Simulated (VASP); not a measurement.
# Sn (I4_1/amd) in VASP: notebook

Sn is run at these levels: PBEsol; tasks: single point.

Everything below comes from runs of VASP 6.6.1. Logs are shortened: lines on timing, memory, paths and dates and some standing lists are left out, and cuts for length are marked.

### Step 1. The cell of the first run

The structure is tetragonal, space group I4_1/amd (No. 141). The conventional cell has a = 5.410 Å, b = 5.410 Å, c = 3.199 Å, α = 90.00°, β = 90.00°, γ = 90.00°. Sn (site symmetry -4m2) has 10 Sn at 2.82 to 3.62 Å within 3.7 Å.

### Step 2. Single point, PBEsol (strain -0.080 along x and y, +0.000 along z)

Input file INCAR:

```
PREC     = Accurate       # precision mode
ENCUT    = 520            # plane-wave cutoff, eV
EDIFF    = 1E-6           # SCF threshold, eV
ISMEAR   = 0              # smearing method
SIGMA    = 0.15           # smearing width, eV
LREAL    = F              # projectors in reciprocal space
LASPH    = T              # aspherical terms in the spheres
NELM     = 100            # most SCF steps
ALGO     = Fast           # electronic algorithm
ISIF     = 2              # what is computed and relaxed
LWAVE    = F              # write WAVECAR
LCHARG   = F              # write CHGCAR
GGA      = PS             # functional
NBANDS   = 21             # bands
```

Input file KPOINTS:

```
regular mesh
0
Gamma
  16 16 16
```

Input file POSCAR:

```
Sn
1.0
   -2.7049292189      2.7049292189      1.5993019889
    2.7049292189     -2.7049292189      1.5993019889
    2.7049292189      2.7049292189     -1.5993019889
Sn
2
Direct
    0.7500000000      0.2500000000      0.5000000000
    0.0000000000      0.0000000000      0.0000000000
```

Potentials or basis: VASP PAW PBE potentials, release 64 (Sn_d).

Started as:

```
$ cat potpaw_PBE.64/Sn_d/POTCAR > POTCAR
$ mpirun -np 1 vasp_std > vasp.out
```

OUTCAR:

```text
PREC = Accurate
   ENCUT = 520
   EDIFF = 1E-6
   ISMEAR = 0
   LREAL = F
   LASPH = T
   NELM = 100
   ISIF = 2
   GGA = PS

 ion  position               nearest neighbor table
   1  0.750  0.250  0.500-   2 2.82   2 2.82   2 2.82   2 2.82   2 3.62   2 3.62   2 3.62   2 3.62

   2  0.000  0.000  0.000-   1 2.82   1 2.82   1 2.82   1 2.82   1 3.62   1 3.62   1 3.62   1 3.62

  LATTYP: Found a body centered tetragonal cell.
 ALAT       =     5.4098584378
 C/A-ratio  =     0.5912546538

  Lattice vectors:

 A1 = (  -2.7049292189,   2.7049292189,   1.5993019889)
 A2 = (   2.7049292189,  -2.7049292189,   1.5993019889)
 A3 = (   2.7049292189,   2.7049292189,  -1.5993019889)

Analysis of symmetry for initial positions (statically):
=====================================================================
 Subroutine PRICEL returns:
 Original cell was already a primitive cell.

 Routine SETGRP: Setting up the symmetry group for a
 body centered tetragonal supercell.

 Subroutine GETGRP returns: Found 16 space group operations
 (whereof  8 operations were pure point group operations)
 out of a pool of 16 trial point group operations.

The static configuration has the point symmetry D_2d.
 The point group associated with its full space group is D_4h.

Analysis of symmetry for dynamics (positions and initial velocities):
=====================================================================
 Subroutine PRICEL returns:
 Original cell was already a primitive cell.

 Routine SETGRP: Setting up the symmetry group for a
 body centered tetragonal supercell.

 Subroutine GETGRP returns: Found 16 space group operations
 (whereof  8 operations were pure point group operations)
 out of a pool of 16 trial point group operations.

The dynamic configuration has the point symmetry D_2d.
 The point group associated with its full space group is D_4h.

 Subroutine INISYM returns: Found 16 space group operations
 (whereof  8 operations are pure point group operations),
 and found     1 'primitive' translations

----------------------------------------------------------------------------------------

                                     Primitive cell

  volume of cell :      46.8061

  direct lattice vectors                    reciprocal lattice vectors
    -2.704929219  2.704929219  1.599301989     0.000000000  0.184847720  0.312636390
     2.704929219 -2.704929219  1.599301989     0.184847720  0.000000000  0.312636390
     2.704929219  2.704929219 -1.599301989     0.184847720  0.184847720  0.000000000

[... 75 lines left out ...]
   ISTART =      0    job   : 0-new  1-cont  2-samecut
   ICHARG =      2    charge: 1-file 2-atom 10-const
   ISPIN  =      1    spin polarized calculation?
   LNONCOLLINEAR =      F non collinear calculations
   LSORBIT =      F    spin-orbit coupling
   LASPH  =      T    aspherical Exc in radial PAW
   ENCUT  =  520.0 eV  38.22 Ry    6.18 a.u.   7.71  7.71  7.71*2*pi/ulx,y,z
   NELM   =    100;   NELMIN=  2; NELMDL= -5     # of ELM steps
   EDIFF  = 0.1E-05   stopping-criterion for ELM
   LREAL  =      F    real-space projection
[... 7 lines left out ...]
   TEBEG  =    0.0;   TEEND  =   0.0 temperature during run
   PSTRESS=    0.0 pullay stress
   NELECT =      28.0000    total number of electrons
   NUPDOWN=      -1.0000    fix difference up-down
   EMIN   =  10.00;   EMAX   =-10.00  energy-range for DOS
   EFERMI =   0.00;   METHOD = LEGACY
   ISMEAR =     0;   SIGMA  =   0.15  broadening in eV -4-tet -1-fermi 0-gaus
   EFERMI_NEDOS =   21; number of points for ismear=-14 and -15
   IALGO  =     68    algorithm
   IMIX   =      4    mixing-type and parameters
     AMIX     =   0.40;   BMIX     =  1.00
     AMIX_MAG =   1.60;   BMIX_MAG =  1.00
  volume/ion in A,a.u.               =      23.40       157.93
  Fermi-wavevector in a.u.,A,eV,Ry     =   1.379410  2.606707 25.888789  1.902772
  Thomas-Fermi vector in A             =   2.504382
   LORBIT       =      0    0 simple, 1 ext, 2 COOP (PROOUT), +10 PAW based schemes
   GGA     = PS    functional components
   LHFCALC =     F    Hartree Fock is set to
   AEXX    =    0.0000 exact exchange contribution
   IVDW    =     0    specifies the selected vdW correction
   LEPSILON=     F    determine dielectric tensor
   LRPA    =     F    only Hartree local field effects (RPA)
 non-spin polarized calculation
 RMM-DIIS sequential band-by-band and
 Gauss-broadening in eV      SIGMA  =   0.15
  energy-cutoff  :      520.00
  volume of cell :       46.81
 maximum number of plane-waves:      1282
   NGX = 15   NGY = 15   NGZ = 15

 number of electron      28.0000015 magnetization

 Free energy of the ion-electron system (eV)
  ---------------------------------------------------
  ext. energy  EPLUGINS =         0.00000000
  ---------------------------------------------------
  free energy    TOTEN  =        -8.23651937 eV

  energy without entropy =       -8.22917135  energy(sigma->0) =       -8.23284536

 E-fermi :   9.8106     XC(G=0): -11.1641

 val. band max:        9.8034474627   @ k =  -0.1875  -0.1875   0.0625
 cond. band min:       9.8178867072   @ k =   0.4375   0.3750   0.0625
 fundamental gap:      0.0144392445
 Fermi energy:         9.8105891230

 k-point     1 :       0.0000    0.0000    0.0000
  band No.  band energies     occupation
      1     -12.1214      2.00000
      2     -11.9268      2.00000
      3     -11.8478      2.00000
      4     -11.7716      2.00000
      5     -11.6525      2.00000
      6     -11.6525      2.00000
[... 565 lines left out ...]
     20      20.0750      0.00000
     21      20.1395      0.00000

 [... further k-points ...]

------------------------ aborting loop because EDIFF is reached ----------------------------------------

  FORCE on cell =-STRESS in cart. coord.  units (eV):
  Direction    XX          YY          ZZ          XY          YZ          ZX
  --------------------------------------------------------------------------------------
  -------------------------------------------------------------------------------------
  Total        4.2550312      4.2550312      1.7055751      0.0000000     -0.0000000      0.0000000
  in kB      145.6501905    145.6501905     58.3820241      0.0000000     -0.0000000      0.0000000
  external PRESSURE =     116.5608017 kB  Pullay stress =       0.0000000 kB

 VOLUME and BASIS-vectors are now :
 -----------------------------------------------------------------------------
  energy-cutoff  :      520.00
  volume of cell :       46.81
      direct lattice vectors                 reciprocal lattice vectors
    -2.704929219  2.704929219  1.599301989     0.000000000  0.184847720  0.312636390
     2.704929219 -2.704929219  1.599301989     0.184847720  0.000000000  0.312636390
     2.704929219  2.704929219 -1.599301989     0.184847720  0.184847720  0.000000000

 POSITION                                       TOTAL-FORCE (eV/Angst)
 -----------------------------------------------------------------------------------
      0.00000      2.70493      0.79965        -0.000000      0.000000     -0.000000
      0.00000      0.00000      0.00000         0.000000     -0.000000      0.000000
 -----------------------------------------------------------------------------------
    total drift:                                0.000000     -0.000000      0.000000

  FREE ENERGIE OF THE ION-ELECTRON SYSTEM (eV)
  ---------------------------------------------------
  free  energy   TOTEN  =        -8.2365193690 eV

  energy  without entropy=       -8.2291713465  energy(sigma->0) =       -8.23284536
```

It took 2.9 min on 1 thread of AMD EPYC 9R45 (Zen 5), shared host; peak memory 0.35 GiB.

Results:

```
Free energy            : -8.2365 eV
Pressure               : 11.7 GPa
Band gap on the k mesh : zero (bands 14 and 15 overlap by 5.95 eV)
```

Caveat: the cell differs from its parent crystal (strain -0.080 along x and y, +0.000 along z); the stress differs along the axes, from 6 to 15 GPa; the PAW data sets were made with another functional, which shifts forces and pressure a little; spin-orbit coupling is left out, which moves the levels of the heavy elements.

### Step 3. Single point, PBEsol (strain -0.040 along x and y, -0.080 along z)

Input file INCAR:

```
PREC = Accurate
ENCUT = 520
EDIFF = 1E-7
ISMEAR = 0
SIGMA = 0.15
LREAL = F
LASPH = T
NELM = 100
ALGO = Fast
ISIF = 2
LWAVE = F
LCHARG = F
GGA = PS
NBANDS = 21
```

KPOINTS is that of step 2.

Input file POSCAR:

```
Sn
1.0
   -2.8225348371      2.8225348371      1.4713578298
    2.8225348371     -2.8225348371      1.4713578298
    2.8225348371      2.8225348371     -1.4713578298
Sn
2
Direct
    0.7500000000      0.2500000000      0.5000000000
    0.0000000000      0.0000000000      0.0000000000
```

Potentials or basis: VASP PAW PBE potentials, release 64 (Sn_d).

Started as:

```
$ cat potpaw_PBE.64/Sn_d/POTCAR > POTCAR
$ mpirun -np 1 vasp_std > vasp.out
```

It took 3.4 min on 1 thread of AMD EPYC 9R45 (Zen 5), shared host; peak memory 0.36 GiB.

The run converged. Its results:

```yaml
Free_energy: -8.3115 eV
Pressure: 10.8 GPa
Band_gap_on_the_k_mesh: zero (bands 14 and 15 overlap by 4.82 eV)
```

Stress tensor (GPa, compression positive):
```
 9.16  0.00  0.00
 0.00  9.16  0.00
 0.00  0.00 13.99
```

Levels at points of the mesh, in eV from the Fermi level:
```csv
k point,band 10,band 11,band 12,band 13,band 14,band 15,band 16,band 17,band 18,band 19
"(0.00, 0.00, 0.00)",-21.07,-12.32,-3.69,-2.58,-2.58,2.57,6.51,6.51,8.68,8.83
"(0.50, 0.00, 0.00)",-21.12,-6.91,-5.83,-2.20,-2.16,-1.19,2.19,3.18,5.35,7.42
"(0.50, 0.50, 0.00)",-21.24,-9.85,-9.85,0.32,0.32,1.47,1.47,7.48,7.48,10.91
"(0.50, 0.50, 0.50)",-21.31,-8.19,-8.19,-5.74,-5.74,6.51,6.51,10.14,10.14,12.83
```

Caveat: the cell differs from its parent crystal (strain -0.040 along x and y, -0.080 along z); the cell stands under pressure; the PAW data sets were made with another functional, which shifts forces and pressure a little; spin-orbit coupling is left out, which moves the levels of the heavy elements.

### Step 4. Single point, PBEsol (strain -0.080 along x and y, +0.040 along z)

Input file INCAR:

```
SYSTEM = Sn
PREC     = Accurate       ! precision mode
ENCUT    = 520            ! plane-wave cutoff, eV
EDIFF    = 1E-6           ! SCF threshold, eV
ISMEAR   = 0              ! smearing method
SIGMA    = 0.15           ! smearing width, eV
LREAL    = .False.        ! projectors in reciprocal space
LASPH    = .True.         ! aspherical terms in the spheres
NELM     = 60             ! most SCF steps
ALGO     = Fast           ! electronic algorithm
ISIF     = 2              ! what is computed and relaxed
LWAVE    = .False.        ! write WAVECAR
LCHARG   = .False.        ! write CHGCAR
GGA      = PS             ! functional
NBANDS   = 21             ! bands
```

Input file KPOINTS:

```
Automatic mesh
0
Gamma
  16 16 16
  0 0 0
```

Input file POSCAR:

```
Sn
1.0
   -2.7049292189      2.7049292189      1.6632740685
    2.7049292189     -2.7049292189      1.6632740685
    2.7049292189      2.7049292189     -1.6632740685
Sn
2
Direct
    0.7500000000      0.2500000000      0.5000000000
    0.0000000000      0.0000000000      0.0000000000
```

Started as:

```
$ cat potpaw_PBE.64/Sn_d/POTCAR > POTCAR
$ mpirun -np 1 vasp_std > vasp.out
```

It took 2.9 min on 1 thread of AMD EPYC 9R45 (Zen 5), shared host; peak memory 0.36 GiB.

Results (log left out):

* Free energy: -8.2802 eV
* Pressure: 8.7 GPa
* Band gap on the k mesh: zero (bands 14 and 15 overlap by 5.93 eV)

Stress tensor (GPa, compression positive):
```
12.15  0.00  0.00
 0.00 12.15  0.00
 0.00  0.00  1.77
```

Levels at points of the mesh, in eV from the Fermi level:
```tsv
k point	band 11	band 12	band 13	band 14	band 15	band 16	band 17	band 18
(0.00, 0.00, 0.00)	-12.06	-1.99	-1.80	-1.80	3.28	5.78	5.86	7.44
(0.50, 0.00, 0.00)	-8.01	-6.27	-2.05	-1.87	-1.58	1.97	3.34	5.60
(0.50, 0.50, 0.00)	-9.35	-9.35	1.11	1.11	2.81	2.81	4.71	4.71
(0.50, 0.50, 0.50)	-7.33	-7.33	-5.39	-5.39	3.16	3.16	11.93	11.93
```

Caveat: the cell differs from its parent crystal (strain -0.080 along x and y, +0.040 along z); the stress differs along the axes, from 2 to 12 GPa; the PAW data sets were made with another functional, which shifts forces and pressure a little; spin-orbit coupling is left out, which moves the levels of the heavy elements.

### Step 5. Overview

| cell | further INCAR settings | gap on the mesh (eV) | pressure (GPa) |
| --- | --- | --- | --- |
| a = 4.146 Å, angles 98.6, 98.6, 134.6°, 2 atoms | ALGO = Fast; EDIFF = 1e-06; NBANDS = 21 | none | 11.7 |
| a = 4.254 Å, angles 96.9, 96.9, 139.5°, 2 atoms | ALGO = Fast; EDIFF = 1e-07; NBANDS = 21 | none | 10.8 |
| a = 4.171 Å, angles 99.1, 99.1, 133.0°, 2 atoms | ALGO = Fast; EDIFF = 1e-06; NBANDS = 21 | none | 8.7 |

Alike in all rows: task single point; level PBEsol; potentials or basis VASP PAW PBE potentials, release 64 (Sn_d); no spin polarisation; k mesh 16 × 16 × 16; cutoff (eV) 520; smearing gaussian 0.15 eV.

Caveats: the PAW data sets were made with another functional, which shifts forces and pressure a little; spin-orbit coupling is left out, which moves the levels of the heavy elements; the stress differs along the axes, from 6 to 15 GPa (at least some runs); the cell stands under pressure (at least some runs); the stress differs along the axes, from 2 to 12 GPa (at least some runs).

Absolute energies hang on the potentials; compare differences alone.

The gap in the log of VASP goes by the Fermi energy; the results here count the filled bands.